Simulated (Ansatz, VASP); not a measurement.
**Two plane-wave programs on Rh**

```
Rh
1.0
     2.58860    0.00000    0.00000
    -1.29430    2.24179    0.00000
     0.00000    0.00000    4.59560
Rh
2
Direct
  0.66667 0.33333 0.75000
  0.33333 0.66667 0.25000
```

Alike in both runs: task single point; functional PBE; k mesh 18 × 18 × 10; occupations gaussian, width 0.15 eV; no spin polarisation.

|  | VASP | Ansatz |
| --- | --- | --- |
| version | VASP 6.6.1 | Ansatz 0.2.0 |
| potentials or method | VASP PAW PBE potentials, release 64 (Rh_pv), cutoff 520 eV | scalar-relativistic, plane waves, PAW |
| valence electrons in the cell | 30 | 34 |

Ansatz gave:

| Quantity | Value |
| --- | --- |
| gap on the k mesh at the Fermi level (eV) | none |
| pressure (GPa) | 19.2 |
| traceless stress, the component that is largest in VASP (GPa) | -21.25 |

Question: Which values does VASP return?

Answer: gap on the k mesh at the Fermi level (eV): none; pressure (GPa): 19.2; traceless stress, the component that is largest in VASP (GPa): -21.22.

A gap of «none» marks a metal or a gap that the smearing closes. VASP's potentials hold 30 valence electrons a cell and Ansatz's 34, so a difference there can come from the potentials and not from the codes.
